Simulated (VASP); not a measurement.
# Ga (I4/mmm) in VASP: further runs, part 2 of 2

VASP 6.6.1. The steps go on from the part before.

## 3. Single point, PBEsol

This run uses another cell than the first one, of 18.28 Å³/atom, 1.030 times its volume.

File INCAR:

```
PREC     = Accurate       # precision mode
ENCUT    = 520            # plane-wave cutoff, eV
EDIFF    = 1E-6           # SCF threshold, eV
ISMEAR   = 1              # smearing method
SIGMA    = 0.05           # smearing width, eV
LREAL    = F              # projectors in reciprocal space
LASPH    = T              # aspherical terms in the spheres
NELM     = 80             # most SCF steps
ALGO     = Normal         # electronic algorithm
ISIF     = 2              # what is computed and relaxed
LWAVE    = F              # write WAVECAR
LCHARG   = T              # write CHGCAR
GGA      = PS             # functional
LELF     = T              # ELF
LVHAR    = T            
NBANDS   = 12             # bands
```

File KPOINTS:

```
regular mesh
0
Gamma
  11 11 11
```

File POSCAR:

```
Ga
1.0
   -1.4224758030      1.4224758030      2.2583323111
    1.4224758030     -1.4224758030      2.2583323111
    1.4224758030      1.4224758030     -2.2583323111
Ga
1
Direct
    0.0000000000      0.0000000000      0.0000000000
```

Potentials or basis: VASP PAW PBE potentials, release 64 (Ga_d).

Started as:

```sh
$ cat potpaw_PBE.64/Ga_d/POTCAR > POTCAR
$ mpirun -np 1 vasp_std > vasp.out
```

OUTCAR:

```text
PREC = Accurate
   ENCUT = 520
   EDIFF = 1E-6
   ISMEAR = 1
   LREAL = F
   LASPH = T
   NELM = 80
   ISIF = 2
   GGA = PS

 ion  position               nearest neighbor table
   1  0.000  0.000  0.000-

  LATTYP: Found a body centered tetragonal cell.
 ALAT       =     2.8449516060
 C/A-ratio  =     1.5876068376

  Lattice vectors:

 A1 = (  -1.4224758030,   1.4224758030,   2.2583323111)
 A2 = (   1.4224758030,  -1.4224758030,   2.2583323111)
 A3 = (   1.4224758030,   1.4224758030,  -2.2583323111)

Analysis of symmetry for initial positions (statically):
=====================================================================
 Subroutine PRICEL returns:
 Original cell was already a primitive cell.

 Routine SETGRP: Setting up the symmetry group for a
 body centered tetragonal supercell.

 Subroutine GETGRP returns: Found 16 space group operations
 (whereof 16 operations were pure point group operations)
 out of a pool of 16 trial point group operations.

The static configuration has the point symmetry D_4h.

Analysis of symmetry for dynamics (positions and initial velocities):
=====================================================================
 Subroutine PRICEL returns:
 Original cell was already a primitive cell.

 Routine SETGRP: Setting up the symmetry group for a
 body centered tetragonal supercell.

 Subroutine GETGRP returns: Found 16 space group operations
 (whereof 16 operations were pure point group operations)
 out of a pool of 16 trial point group operations.

The dynamic configuration has the point symmetry D_4h.

 Subroutine INISYM returns: Found 16 space group operations
 (whereof 16 operations are pure point group operations),
 and found     1 'primitive' translations

----------------------------------------------------------------------------------------

                                     Primitive cell

  volume of cell :      18.2784

  direct lattice vectors                    reciprocal lattice vectors
    -1.422475803  1.422475803  2.258332311     0.000000000  0.351499828  0.221402314
     1.422475803 -1.422475803  2.258332311     0.351499828  0.000000000  0.221402314
     1.422475803  1.422475803 -2.258332311     0.351499828  0.351499828  0.000000000

  length of vectors
     3.024390789  3.024390789  3.024390789     0.415416795  0.415416795  0.497095824

  position of ions in fractional coordinates (direct lattice)
     0.000000000  0.000000000  0.000000000

  ion indices of the primitive-cell ions
   primitive index   ion index
                 1           1

----------------------------------------------------------------------------------------

 KPOINTS: regular mesh

Automatic generation of k-mesh.
 Grid dimensions read from file:
 generate k-points for:   11   11   11

 Generating k-lattice:

  Cartesian coordinates                     Fractional coordinates (reciprocal lattice)
     0.000000000  0.031954530  0.020127483     0.090909091  0.000000000 -0.000000000
     0.031954530  0.000000000  0.020127483     0.000000000  0.090909091 -0.000000000
     0.031954530  0.031954530  0.000000000     0.000000000  0.000000000  0.090909091

  Length of vectors
     0.037765163  0.037765163  0.045190529

  Shift w.r.t. Gamma in fractional coordinates (k-lattice)
     0.000000000  0.000000000  0.000000000

 Subroutine IBZKPT returns following result:
 ===========================================

 Found    126 irreducible k-points:

 Following reciprocal coordinates:
            Coordinates               Weight
  0.000000  0.000000  0.000000      1.000000
  0.090909  0.000000 -0.000000      8.000000
  0.181818  0.000000 -0.000000      8.000000
  0.272727  0.000000  0.000000      8.000000
  0.363636 -0.000000  0.000000      8.000000
  0.454545  0.000000 -0.000000      8.000000
[... 16 lines left out ...]
 -0.272727  0.181818 -0.000000     16.000000
 -0.181818  0.181818  0.000000      4.000000
 [... further k-points ...]
   k-points           NKPTS =    126   k-points in BZ     NKDIM =    126   number of bands    NBANDS=     12
   number of dos      NEDOS =    301   number of ions     NIONS =      1
   total plane-waves  NPLWV =  13824
   dimension x,y,z NGX =    24 NGY =   24 NGZ =   24
   dimension x,y,z NGXF=    48 NGYF=   48 NGZF=   48
   ions per type =               1
   NGX,Y,Z   is equivalent  to a cutoff of  13.19, 13.19, 13.19 a.u.
   NGXF,Y,Z  is equivalent  to a cutoff of  26.38, 26.38, 26.38 a.u.
 SYSTEM =  unknown system
   PREC   = accura    normal or accurate (medium, high low for compatibility)
   ISTART =      0    job   : 0-new  1-cont  2-samecut
   ICHARG =      2    charge: 1-file 2-atom 10-const
   ISPIN  =      1    spin polarized calculation?
   LNONCOLLINEAR =      F non collinear calculations
   LSORBIT =      F    spin-orbit coupling
   LASPH  =      T    aspherical Exc in radial PAW
   ENCUT  =  520.0 eV  38.22 Ry    6.18 a.u.   5.62  5.62  5.62*2*pi/ulx,y,z
   NELM   =     80;   NELMIN=  2; NELMDL= -5     # of ELM steps
   EDIFF  = 0.1E-05   stopping-criterion for ELM
   LREAL  =      F    real-space projection
   EDIFFG = 0.1E-04   stopping-criterion for IOM
   NSW    =      0    number of steps for IOM
   IBRION =     -1    ionic relax: 0-MD 1-quasi-New 2-CG
   NFREE  =      0    steps in history (QN), initial steepest desc. (CG)
   ISIF   =      2    stress and relaxation
   ISYM   =      2    0-nonsym 1-usesym 2-fastsym
   POTIM  = 0.5000    time-step for ionic-motion
   TEBEG  =    0.0;   TEEND  =   0.0 temperature during run
   PSTRESS=    0.0 pullay stress
   NELECT =      13.0000    total number of electrons
   NUPDOWN=      -1.0000    fix difference up-down
   EMIN   =  10.00;   EMAX   =-10.00  energy-range for DOS
   EFERMI =   0.00;   METHOD = LEGACY
   ISMEAR =     1;   SIGMA  =   0.05  broadening in eV -4-tet -1-fermi 0-gaus
   EFERMI_NEDOS =   21; number of points for ismear=-14 and -15
   IALGO  =     38    algorithm
   IMIX   =      4    mixing-type and parameters
     AMIX     =   0.40;   BMIX     =  1.00
     AMIX_MAG =   1.60;   BMIX_MAG =  1.00
  volume/ion in A,a.u.               =      18.28       123.35
  Fermi-wavevector in a.u.,A,eV,Ry     =   1.461314  2.761482 29.054388  2.135437
  Thomas-Fermi vector in A             =   2.577660
   LORBIT       =      0    0 simple, 1 ext, 2 COOP (PROOUT), +10 PAW based schemes
   GGA     = PS    functional components
   LHFCALC =     F    Hartree Fock is set to
   AEXX    =    0.0000 exact exchange contribution
   IVDW    =     0    specifies the selected vdW correction
   LEPSILON=     F    determine dielectric tensor
   LRPA    =     F    only Hartree local field effects (RPA)
 non-spin polarized calculation
 Methfessel and Paxton  Order N= 1 SIGMA  =   0.05
  energy-cutoff  :      520.00
  volume of cell :       18.28
 maximum number of plane-waves:       505
   NGX = 11   NGY = 11   NGZ = 11

 number of electron      12.9999996 magnetization

 Free energy of the ion-electron system (eV)
  ---------------------------------------------------
  ext. energy  EPLUGINS =         0.00000000
  ---------------------------------------------------
  free energy    TOTEN  =        -3.32802409 eV

  energy without entropy =       -3.32819094  energy(sigma->0) =       -3.32807970

 E-fermi :   5.6798     XC(G=0): -11.3115

 val. band max:        5.6321320743   @ k =  -0.4545   0.4545   0.2727
 cond. band min:       5.6843885110   @ k =  -0.4545   0.4545   0.0000
 fundamental gap:      0.0522564368
 Fermi energy:         5.6798055725

 k-point     1 :       0.0000    0.0000    0.0000
  band No.  band energies     occupation
      1      -9.2579      2.00000
      2      -9.1359      2.00000
      3      -9.1359      2.00000
      4      -9.1148      2.00000
      5      -8.9872      2.00000
      6      -5.6007      2.00000
      7      18.2591      0.00000
      8      18.2591      0.00000
      9      18.2707      0.00000
     10      21.7967      0.00000
     11      21.9111      0.00000
     12      22.4372      0.00000
[... 331 lines left out ...]
 k-point    24 :      -0.1818    0.1818    0.0000
  band No.  band energies     occupation
      1      -9.1958      2.00000
      2      -9.1472      2.00000
      3      -9.1006      2.00000
      4      -9.0876      2.00000
      5      -9.0282      2.00000
      6      -4.3417      2.00000
      7      13.9283      0.00000
      8      14.5441      0.00000
      9      15.3723      0.00000
     10      17.1202      0.00000
     11      20.5788      0.00000
     12      25.0068      0.00000

 [... further k-points ...]
[... 5 lines left out ...]
  --------------------------------------------------------------------------------------
  -------------------------------------------------------------------------------------
  Total       -0.2970474     -0.2970474     -0.0843553      0.0000000      0.0000000      0.0000000
  in kB      -26.0374639    -26.0374639     -7.3941002      0.0000000      0.0000000      0.0000000
  external PRESSURE =     -19.8230093 kB  Pullay stress =       0.0000000 kB

 VOLUME and BASIS-vectors are now :
 -----------------------------------------------------------------------------
  energy-cutoff  :      520.00
  volume of cell :       18.28
      direct lattice vectors                 reciprocal lattice vectors
    -1.422475803  1.422475803  2.258332311     0.000000000  0.351499828  0.221402314
     1.422475803 -1.422475803  2.258332311     0.351499828  0.000000000  0.221402314
     1.422475803  1.422475803 -2.258332311     0.351499828  0.351499828  0.000000000

 POSITION                                       TOTAL-FORCE (eV/Angst)
 -----------------------------------------------------------------------------------
      0.00000      0.00000      0.00000         0.000000      0.000000      0.000000
 -----------------------------------------------------------------------------------
    total drift:                                0.000000      0.000000      0.000000

  FREE ENERGIE OF THE ION-ELECTRON SYSTEM (eV)
  ---------------------------------------------------
  free  energy   TOTEN  =        -3.3280240860 eV

  energy  without entropy=       -3.3281909426  energy(sigma->0) =       -3.32807970
```

Run time: 60 s. Hardware: 1 thread of AMD EPYC 7R13, shared host; peak memory 0.12 GiB.

Results:

| Quantity | Value |
| --- | --- |
| Free energy | -3.3280 eV |
| Pressure | -2.0 GPa |

Stress tensor (GPa, compression positive):
```
-2.60  0.00  0.00
 0.00 -2.60  0.00
 0.00  0.00 -0.74
```

Levels at points of the mesh, in eV from the Fermi level:
```
           k point  band 2  band 3  band 4  band 5  band 6  band 7  band 8  band 9  band 10  band 11
(0.00, 0.00, 0.00)  -14.82  -14.82  -14.79  -14.67  -11.28   12.58   12.58   12.59    16.12    16.23
```

Caveat: the PAW data sets were made with another functional, which shifts forces and pressure a little.

## 4. Single point, PBEsol

This run uses another cell than the first one, of 18.81 Å³/atom, 1.059 times its volume.

File INCAR:

```
SYSTEM = Ga
ALGO     = Normal         ! electronic algorithm
EDIFF    = 1E-6           ! SCF threshold, eV
ENCUT    = 520            ! plane-wave cutoff, eV
GGA      = PS             ! functional
ISIF     = 2              ! what is computed and relaxed
ISMEAR   = 1              ! smearing method
LASPH    = .True.         ! aspherical terms in the spheres
LCHARG   = .True.         ! write CHGCAR
LELF     = .True.         ! ELF
LREAL    = .False.        ! projectors in reciprocal space
LVHAR    = .True.       
LWAVE    = .False.        ! write WAVECAR
NBANDS   = 12             ! bands
NELM     = 80             ! most SCF steps
PREC     = Accurate       ! precision mode
SIGMA    = 0.05           ! smearing width, eV
```

File KPOINTS:

```
k-points
0
Gamma
  11 11 11
  0 0 0
```

File POSCAR:

```
Ga
1.0
   -1.4360240070      1.4360240070      2.2798415324
    1.4360240070     -1.4360240070      2.2798415324
    1.4360240070      1.4360240070     -2.2798415324
Ga
1
Direct
    0.0000000000      0.0000000000      0.0000000000
```

Started as:

```sh
$ cat potpaw_PBE.64/Ga_d/POTCAR > POTCAR
$ mpirun -np 1 vasp_std > vasp.out
```

Run time: 63 s. Hardware: 1 thread of AMD EPYC 7R13, shared host; peak memory 0.12 GiB.

The run converged. Its results:

| Quantity | Value |
| --- | --- |
| Free energy | -3.3195 eV |
| Pressure | -3.2 GPa |

Stress tensor (GPa, compression positive):
```
-3.85  0.00  0.00
 0.00 -3.85  0.00
 0.00  0.00 -2.00
```

Levels at points of the mesh, in eV from the Fermi level:
| k point | band 4 | band 5 | band 6 | band 7 | band 8 | band 9 |
| --- | --- | --- | --- | --- | --- | --- |
| (0.00, 0.00, 0.00) | -14.78 | -14.66 | -11.07 | 12.24 | 12.25 | 12.25 |

Caveat: the PAW data sets were made with another functional, which shifts forces and pressure a little.

## 5. The runs side by side

```csv
cell,gap on the mesh (eV),pressure (GPa)
"a = 2.995 Å, angles 123.9, 123.9, 83.4°, 1 atom",none,-0.3
"a = 3.024 Å, angles 123.9, 123.9, 83.4°, 1 atom",none,-2.0
"a = 3.053 Å, angles 123.9, 123.9, 83.4°, 1 atom",none,-3.2
```

Alike in all rows: task single point; level PBEsol; potentials or basis VASP PAW PBE potentials, release 64 (Ga_d); no spin polarisation; k mesh 11 × 11 × 11; cutoff (eV) 520; smearing methfessel-paxton 0.05 eV.

Caveats: the PAW data sets were made with another functional, which shifts forces and pressure a little.

Total energies depend on the potentials used, so only differences within one code and one set of settings carry meaning.
